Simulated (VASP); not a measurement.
# Al15InN16 (a cell with a defect) in VASP: settings compared

Aim: see how the results for Al15InN16 (a cell with a defect) move with the level of theory and the settings. Levels: PBE, HSE06. Tasks: single point, relaxation of the atoms.

Everything below comes from runs of VASP 6.6.1. Logs are shortened: lines on timing, memory, paths and dates and some standing lists are left out, and cuts for length are marked.

## 1. The cell of the first run

The cell holds a defect, 32 atoms: a = 6.260 Å, b = 6.260 Å, c = 10.035 Å, α = 90.00°, β = 90.00°, γ = 120.00°.

## 2. Single point, PBE

INCAR

```
SYSTEM = Al15InN16
PREC = Accurate
ENCUT = 520
EDIFF = 1E-6
ISMEAR = 0
SIGMA = 0.01
LREAL = Auto
LASPH = .TRUE.
NELM = 120
ALGO = Normal
ISIF = 2
LWAVE = .FALSE.
LCHARG = .FALSE.
GGA = PE
NBANDS = 91
GGA_COMPAT = .FALSE.
ISYM = -1
```

KPOINTS

```
explicit points
1
Reciprocal
  0.25000000   0.25000000   0.25000000 1
```

POSCAR

```
Al15InN16
1.0
    6.2595139092      0.0000000618      0.0000000000
   -3.1297570081      5.4208980298      0.0000000000
    0.0000000000      0.0000000000     10.0348065900
Al In N
15 1 16
Direct
    0.3354682551      0.1670842980      0.2449691536
    0.3360462520      0.1670566779      0.7535767733
    0.1664356643      0.3356490101      0.9984358002
    0.3367484776      0.6726888119      0.2442597052
    0.1698631412      0.8385090747      0.4982093627
    0.3359514311      0.6725745403      0.7542697389
    0.1649792126      0.8349978094      0.9994781251
    0.8294914916      0.1654974872      0.2443200508
    0.6644073761      0.3331960551      0.4982791281
    0.8303010737      0.1668676283      0.7542155912
    0.6672192928      0.3372969888      0.9993890221
    0.8343168788      0.6682028372      0.2489522405
    0.6673693792      0.8353164382      0.4990743092
    0.8345224998      0.6686191722      0.7481877505
    0.6676784584      0.8346738087      0.9990345757
    0.1629847870      0.3394919796      0.4993224237
    0.3434798743      0.1594878925      0.4319290807
    0.1679812499      0.3340564639      0.1889805952
    0.3332418308      0.1689465205      0.9416210669
    0.1683696029      0.3345059458      0.7096853292
    0.3503412834      0.7009804009      0.4311575875
    0.1658828286      0.8328198619      0.1868571109
    0.3334012423      0.6726218800      0.9421894109
    0.1697880132      0.8348385571      0.6887156778
    0.8014977597      0.1523431386      0.4312020026
    0.6696137351      0.3365602183      0.1867951772
    0.8294980225      0.1687936741      0.9421008846
    0.6681854720      0.3332286439      0.6887436693
    0.8335572667      0.6694318687      0.4395110052
    0.6701145858      0.8321011685      0.1863589814
    0.8324415367      0.6698825472      0.9371182583
    0.6680946872      0.8345334547      0.6897820991
```

Potentials or basis: VASP PAW PBE potentials, release 64 (Al, In_d, N).

Command:

```console
$ cat potpaw_PBE.64/Al/POTCAR potpaw_PBE.64/In_d/POTCAR potpaw_PBE.64/N/POTCAR > POTCAR
$ mpirun -np 1 vasp_std > vasp.out
```

OUTCAR:

```text
SYSTEM = Al15InN16
   PREC = Accurate
   ENCUT = 520
   EDIFF = 1E-6
   ISMEAR = 0
   LREAL = Auto
   LASPH = .TRUE.
   NELM = 120
   ISIF = 2
   GGA = PE
   ISYM = -1

 ion  position               nearest neighbor table
   1  0.335  0.167  0.245-  17 1.88  18 1.90  26 1.90  22 1.90  11 3.05   7 3.05   3 3.08   8 3.10
                             4 3.10   5 3.10   9 3.11  12 3.13  12 3.13   4 3.16   8 3.16  16 3.16
   2  0.336  0.167  0.754-  20 1.87  19 1.89  28 1.91  24 1.91  11 3.05   7 3.05   3 3.07  10 3.09
                             6 3.09   9 3.12   5 3.12  14 3.13  14 3.13   6 3.16  16 3.17  10 3.17
   3  0.166  0.336  0.998-  19 1.90  23 1.91  27 1.91  18 1.91  10 3.05   6 3.06   2 3.07   4 3.07
                             8 3.07   1 3.08  15 3.13   7 3.13  11 3.13  11 3.13   7 3.13  15 3.13
   4  0.337  0.673  0.244-  21 1.88  22 1.88  30 1.90  18 1.92  15 3.05   7 3.05   3 3.07   8 3.08
                             1 3.10   5 3.12  13 3.12  12 3.13  12 3.13  16 3.13   1 3.16   8 3.17
   5  0.170  0.839  0.498-  21 1.86  17 1.86  24 1.91  29 1.92  12 3.09   9 3.10  14 3.10  16 3.10
                             1 3.10   2 3.12   4 3.12  13 3.12  13 3.14   6 3.14  16 3.16   9 3.16
   6  0.336  0.673  0.754-  23 1.89  20 1.89  24 1.90  32 1.91  15 3.04   7 3.05   3 3.06  10 3.09
                             2 3.09  14 3.13  13 3.13  16 3.13  14 3.13   5 3.14   2 3.16  10 3.17
   7  0.165  0.835  0.999-  22 1.88  23 1.88  19 1.90  31 1.91   1 3.05   4 3.05   6 3.05   2 3.05
                            12 3.08  14 3.09  15 3.11  11 3.12   3 3.13   3 3.13  11 3.14  15 3.15
   8  0.829  0.165  0.244-  25 1.88  26 1.88  30 1.90  18 1.92  15 3.05  11 3.05   3 3.07   4 3.08
                             1 3.10  13 3.12   9 3.12  12 3.13  12 3.13  16 3.13   1 3.16   4 3.17
   9  0.664  0.333  0.498-  25 1.86  17 1.86  28 1.91  29 1.92  12 3.09   5 3.10  14 3.10  16 3.10
                             1 3.11   2 3.12   8 3.12  13 3.13  13 3.13  10 3.14  16 3.16   5 3.16
  10  0.830  0.167  0.754-  27 1.89  20 1.89  28 1.90  32 1.91  15 3.05  11 3.05   3 3.05   6 3.09
                             2 3.09  14 3.13  13 3.13  16 3.13  14 3.13   9 3.14   2 3.17   6 3.17
  11  0.667  0.337  0.999-  26 1.88  27 1.88  19 1.90  31 1.91   1 3.05   2 3.05   8 3.05  10 3.05
                            12 3.08  14 3.10  15 3.11   7 3.12   3 3.13   3 3.13   7 3.14  15 3.15
  12  0.834  0.668  0.249-  30 1.89  22 1.90  26 1.90  29 1.91   7 3.08  11 3.08  15 3.09   9 3.09
                             5 3.09  13 3.10   8 3.13   4 3.13   1 3.13   1 3.13   4 3.13   8 3.13
  13  0.667  0.835  0.499-  25 1.85  21 1.85  29 1.90  32 1.91  14 3.09  12 3.10   8 3.12   4 3.12
                             5 3.12   9 3.13  10 3.13   6 3.13  16 3.13  16 3.13   9 3.13   5 3.14
  14  0.835  0.669  0.748-  32 1.89  31 1.90  24 1.91  28 1.91  13 3.09   7 3.09  11 3.10  15 3.10
                             9 3.10   5 3.10   6 3.13  10 3.13   2 3.13   2 3.13  10 3.13   6 3.13
  15  0.668  0.835  0.999-  30 1.88  31 1.89  27 1.90  23 1.90   6 3.04   4 3.05   8 3.05  10 3.05
                            12 3.09  14 3.10   7 3.11  11 3.11   3 3.13   3 3.13  11 3.15   7 3.15
  16  0.163  0.339  0.499-  17 2.07  25 2.08  21 2.08  20 2.11   9 3.10   5 3.10  13 3.13  10 3.13
                            13 3.13   6 3.13   4 3.13   8 3.13   5 3.16   9 3.16   1 3.16   2 3.17
  17  0.343  0.159  0.432-   5 1.86   9 1.86   1 1.88  16 2.07
  18  0.168  0.334  0.189-   1 1.90   3 1.91   8 1.92   4 1.92
  19  0.333  0.169  0.942-   2 1.89   3 1.90  11 1.90   7 1.90
  20  0.168  0.335  0.710-   2 1.87  10 1.89   6 1.89  16 2.11
  21  0.350  0.701  0.431-  13 1.85   5 1.86   4 1.88  16 2.08
  22  0.166  0.833  0.187-   7 1.88   4 1.88  12 1.90   1 1.90
[... 8 lines left out ...]
  31  0.832  0.670  0.937-  15 1.89  14 1.90  11 1.91   7 1.91
  32  0.668  0.835  0.690-  14 1.89   6 1.91  13 1.91  10 1.91

IMPORTANT INFORMATION: All symmetrisations will be switched off!
NOSYMM: (Re-)initialisation of all symmetry stuff for point group C_1.

----------------------------------------------------------------------------------------

                                     Primitive cell

  volume of cell :     340.5029

  direct lattice vectors                    reciprocal lattice vectors
     6.259513909  0.000000062  0.000000000     0.159756813  0.092235641  0.000000000
    -3.129757008  5.420898030  0.000000000    -0.000000002  0.184471279  0.000000000
     0.000000000  0.000000000 10.034806590     0.000000000  0.000000000  0.099653141

  length of vectors
     6.259513909  6.259513909 10.034806590     0.184471279  0.184471279  0.099653141

  position of ions in fractional coordinates (direct lattice)
     0.335468255  0.167084298  0.244969154
     0.336046252  0.167056678  0.753576773
     0.166435664  0.335649010  0.998435800
     0.336748478  0.672688812  0.244259705
     0.169863141  0.838509075  0.498209363
     0.335951431  0.672574540  0.754269739
[... 24 lines left out ...]
     0.832441537  0.669882547  0.937118258
     0.668094687  0.834533455  0.689782099

  ion indices of the primitive-cell ions
   primitive index   ion index
                 1           1
                 2           2
                 3           3
                 4           4
                 5           5
                 6           6
[... 24 lines left out ...]
                31          31
                32          32

----------------------------------------------------------------------------------------

 KPOINTS: explicit points

Read explicit list of k-points.

 Found      1 k-points:

 Following reciprocal coordinates:
            Coordinates               Weight
  0.250000  0.250000  0.250000      1.000000
   k-points           NKPTS =      1   k-points in BZ     NKDIM =      1   number of bands    NBANDS=     91
   number of dos      NEDOS =    301   number of ions     NIONS =     32
   total plane-waves  NPLWV = 184320
   dimension x,y,z NGX =    48 NGY =   48 NGZ =   80
   dimension x,y,z NGXF=    96 NGYF=   96 NGZF=  160
   ions per type =              15   1  16
   NGX,Y,Z   is equivalent  to a cutoff of  12.75, 12.75, 13.25 a.u.
   NGXF,Y,Z  is equivalent  to a cutoff of  25.50, 25.50, 26.51 a.u.
 SYSTEM =  Al15InN16
   PREC   = accura    normal or accurate (medium, high low for compatibility)
   ISTART =      0    job   : 0-new  1-cont  2-samecut
   ICHARG =      2    charge: 1-file 2-atom 10-const
   ISPIN  =      1    spin polarized calculation?
   LNONCOLLINEAR =      F non collinear calculations
   LSORBIT =      F    spin-orbit coupling
   LASPH  =      T    aspherical Exc in radial PAW
   ENCUT  =  520.0 eV  38.22 Ry    6.18 a.u.  11.64 11.64 18.66*2*pi/ulx,y,z
   NELM   =    120;   NELMIN=  2; NELMDL= -5     # of ELM steps
   EDIFF  = 0.1E-05   stopping-criterion for ELM
   LREAL  =      T    real-space projection
   EDIFFG = 0.1E-04   stopping-criterion for IOM
   NSW    =      0    number of steps for IOM
   IBRION =     -1    ionic relax: 0-MD 1-quasi-New 2-CG
   NFREE  =      0    steps in history (QN), initial steepest desc. (CG)
   ISIF   =      2    stress and relaxation
   ISYM   =     -1    0-nonsym 1-usesym 2-fastsym
   POTIM  = 0.5000    time-step for ionic-motion
   TEBEG  =    0.0;   TEEND  =   0.0 temperature during run
   PSTRESS=    0.0 pullay stress
   NELECT =     138.0000    total number of electrons
   NUPDOWN=      -1.0000    fix difference up-down
   EMIN   =  10.00;   EMAX   =-10.00  energy-range for DOS
   EFERMI =   0.00;   METHOD = LEGACY
   ISMEAR =     0;   SIGMA  =   0.01  broadening in eV -4-tet -1-fermi 0-gaus
   EFERMI_NEDOS =   21; number of points for ismear=-14 and -15
   IALGO  =     38    algorithm
   IMIX   =      4    mixing-type and parameters
     AMIX     =   0.40;   BMIX     =  1.00
     AMIX_MAG =   1.60;   BMIX_MAG =  1.00
  volume/ion in A,a.u.               =      10.64        71.81
  Fermi-wavevector in a.u.,A,eV,Ry     =   1.211512  2.289425 19.970092  1.467760
  Thomas-Fermi vector in A             =   2.347025
   LORBIT       =      0    0 simple, 1 ext, 2 COOP (PROOUT), +10 PAW based schemes
   GGA     = PE    functional components
   LHFCALC =     F    Hartree Fock is set to
   AEXX    =    0.0000 exact exchange contribution
   IVDW    =     0    specifies the selected vdW correction
   LEPSILON=     F    determine dielectric tensor
   LRPA    =     F    only Hartree local field effects (RPA)
 non-spin polarized calculation
 Gauss-broadening in eV      SIGMA  =   0.01
  energy-cutoff  :      520.00
  volume of cell :      340.50
 maximum number of plane-waves:      9148
 NGX is ok and might be reduce to    48
   NGX = 23   NGY = 23   NGZ = 37

 number of electron     138.0000005 magnetization

 Free energy of the ion-electron system (eV)
  ---------------------------------------------------
  ext. energy  EPLUGINS =         0.00000000
  ---------------------------------------------------
  free energy    TOTEN  =      -236.26360201 eV

  energy without entropy =     -236.26360201  energy(sigma->0) =     -236.26360201

 E-fermi :   6.1020     XC(G=0): -10.9672

 val. band max:        5.9813483911   @ k =   0.2500   0.2500   0.2500
 cond. band min:      11.5110438093   @ k =   0.2500   0.2500   0.2500
 fundamental gap:      5.5296954182
 Fermi energy:         6.1019681759

 k-point     1 :       0.2500    0.2500    0.2500
  band No.  band energies     occupation
      1      -8.3923      2.00000
      2      -8.1014      2.00000
      3      -7.8544      2.00000
      4      -7.7445      2.00000
      5      -7.6389      2.00000
      6      -7.5213      2.00000
[... 73 lines left out ...]
     80      13.1811      0.00000
     81      13.3324      0.00000
 [bands above 81 left out]

------------------------ aborting loop because EDIFF is reached ----------------------------------------

  FORCE on cell =-STRESS in cart. coord.  units (eV):
  Direction    XX          YY          ZZ          XY          YZ          ZX
  --------------------------------------------------------------------------------------
  -------------------------------------------------------------------------------------
  Total       11.8659289      2.1972908     17.1260596     -8.3234218      0.2552534      0.1556338
  in kB       55.8330649     10.3389698     80.5836949    -39.1644137      1.2010505      0.7323080
  external PRESSURE =      48.9185765 kB  Pullay stress =       0.0000000 kB

 VOLUME and BASIS-vectors are now :
 -----------------------------------------------------------------------------
  energy-cutoff  :      520.00
  volume of cell :      340.50
      direct lattice vectors                 reciprocal lattice vectors
     6.259513909  0.000000062  0.000000000     0.159756813  0.092235641  0.000000000
    -3.129757008  5.420898030  0.000000000    -0.000000002  0.184471279  0.000000000
     0.000000000  0.000000000 10.034806590     0.000000000  0.000000000  0.099653141

 POSITION                                       TOTAL-FORCE (eV/Angst)
 -----------------------------------------------------------------------------------
      1.57693      0.90575      2.45822        -0.011410      0.004870      0.009972
      1.58064      0.90560      7.56200        -0.012751     -0.002887      0.001709
     -0.00869      1.81952     10.01911         0.019089     -0.005288     -0.009393
      0.00253      3.64658      2.45110        -0.010554      0.003354      0.009510
     -1.56107      4.54547      4.99943         0.009294      0.003679     -0.010633
     -0.00210      3.64596      7.56895        -0.004953     -0.001285     -0.003189
[... 24 lines left out ...]
      3.11411      3.63137      9.40380        -0.006055      0.002797     -0.001539
      1.57006      4.52392      6.92183         0.006013     -0.001845     -0.005075
 -----------------------------------------------------------------------------------
    total drift:                               -0.004667      0.005866      0.017658

  FREE ENERGIE OF THE ION-ELECTRON SYSTEM (eV)
  ---------------------------------------------------
  free  energy   TOTEN  =      -236.2636020122 eV

  energy  without entropy=     -236.2636020122  energy(sigma->0) =     -236.26360201
```

It took 64 s on 1 thread of Intel Xeon 6975P-C (Granite Rapids), shared host; peak memory 0.42 GiB.

What came out:

* Free energy: -236.2636 eV
* Pressure: 4.9 GPa
* Largest force: 0.022 eV/Å
* Band gap on the k mesh: 5.53 eV

Forces in eV/Å, atoms in the order of the input:
```
Al  -0.011  0.005  0.010
Al  -0.013 -0.003  0.002
Al   0.019 -0.005 -0.009
Al  -0.011  0.003  0.010
Al   0.009  0.004 -0.011
Al  -0.005 -0.001 -0.003
Al   0.010  0.002 -0.002
Al  -0.007  0.016  0.003
Al   0.002 -0.012 -0.016
Al  -0.012  0.000  0.001
Al   0.008 -0.001  0.009
Al  -0.006  0.002  0.002
Al  -0.001  0.002 -0.004
Al  -0.006 -0.001  0.006
Al   0.013 -0.010  0.006
In   0.010 -0.008  0.002
N    0.002 -0.005 -0.009
N    0.005  0.000  0.002
N    0.000  0.006  0.001
N    0.007  0.002  0.005
N   -0.005  0.011  0.001
N   -0.001  0.002  0.007
N   -0.002  0.001  0.000
N   -0.001 -0.005 -0.003
N   -0.004 -0.005 -0.003
N   -0.006  0.002  0.003
N   -0.001  0.002 -0.005
N    0.008 -0.001 -0.003
N   -0.004 -0.003  0.004
N    0.003  0.003  0.004
N   -0.006  0.003 -0.002
N    0.006 -0.002 -0.005
```

Levels at points of the mesh, in eV from the valence-band top:
```tsv
k point	band 66	band 67	band 68	band 69	band 70	band 71	band 72	band 73
(0.25, 0.25, 0.25)	-0.47	-0.29	-0.12	0.00	5.53	5.69	6.16	6.28
```

Caveat: spin-orbit coupling is left out, which moves the levels of the heavy elements.

(Continued in part 2 of 4.)
